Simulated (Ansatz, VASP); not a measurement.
**One calculation of TlAgHg2, two programs**

Contents of INCAR:

```
SYSTEM = TlAgHg2
PREC = Accurate
ENCUT = 520
EDIFF = 1E-7
ISMEAR = -1
SIGMA = 0.1443
LREAL = .FALSE.
LASPH = .TRUE.
NELM = 60
ALGO = Normal
ISIF = 2
LWAVE = .FALSE.
LCHARG = .TRUE.
GGA = RE
LELF = .TRUE.
LVHAR = .TRUE.
NBANDS = 32
```

The input KPOINTS:

```
Automatic mesh
0
G
  5 5 5
  0 0 0
```

Contents of POSCAR:

```
TlAgHg2
1.0
    0.0000000000      3.7843110000      0.0000000000
    3.7843110000      0.0000000000      0.0000000000
    1.8921560000      1.8921560000     -7.3465840000
Ag Tl Hg
1 1 2
Direct
    0.7500000000      0.2500000000      0.5000000000
    0.0000000000      0.0000000000      0.0000000000
    0.3690000000      0.3690000000      0.2620000000
    0.6310000000      0.6310000000      0.7380000000
```

Input for Ansatz:

```yaml
crystal:
  lattice:
    - [0.0, 3.784311, 0.0]
    - [3.784311, 0.0, 0.0]
    - [1.892156, 1.892156, -7.346584]
  atoms:
    - { symbol: Ag, position: [0.75, 0.25, 0.5] }
    - { symbol: Tl, position: [0.0, 0.0, 0.0] }
    - { symbol: Hg, position: [0.369, 0.369, 0.262] }
    - { symbol: Hg, position: [0.631, 0.631, 0.738] }
  symmetry: { tolerance: 0.0003 }
kpoints:
  mp_grid: { grid: [5, 5, 5], shift: [0, 0, 0] }
magnetization:
  spin_polarized: false
scf:
  occupations: { method: fermi_dirac, width: 0.1443 }
  convergence: { dr2_threshold: 1.0e-11 }
  lower_state_search: standard
hamiltonian:
  pseudopotentials: { kind: paw }
  xc: revpbe
basis:
  ecutwfc: 420
output:
  forces: true
  stress: true
  eigenvalues: true
```

Alike in both runs: task single point; functional revPBE; k mesh 5 × 5 × 5; occupations fermi-dirac, width 0.1443 eV; no spin polarisation.

|  | VASP | Ansatz |
| --- | --- | --- |
| version | VASP 6.6.1 | Ansatz 0.2.0 |
| potentials or method | VASP PAW PBE potentials, release 64 (Ag, Tl_d, Hg), cutoff 520 eV | PAW plane waves |
| valence electrons in the cell | 48 | 72 |

|  | VASP | Ansatz | Ansatz less VASP |
| --- | --- | --- | --- |
| gap on the k mesh at the Fermi level (eV) | none | none | - |
| pressure (GPa) | 8.7 | 8.4 | -0.24 |
| traceless stress, the component that is largest in VASP (GPa) | 2.27 | 2.18 | -0.084 |
| rms of the force components (eV/Å) | 0.682 | 0.659 | -0.0229 |

VASP's potentials were made for PBE, not for revPBE. Atom by atom the forces differ by 0.023 eV/Å (rms over components). A gap of «none» marks a metal or a gap that the smearing closes. The functional is the same, so the differences come from potentials, cutoffs and numerics. VASP's potentials hold 48 valence electrons a cell and Ansatz's 72, so a difference there can come from the potentials and not from the codes.

Spin-orbit coupling is off throughout.
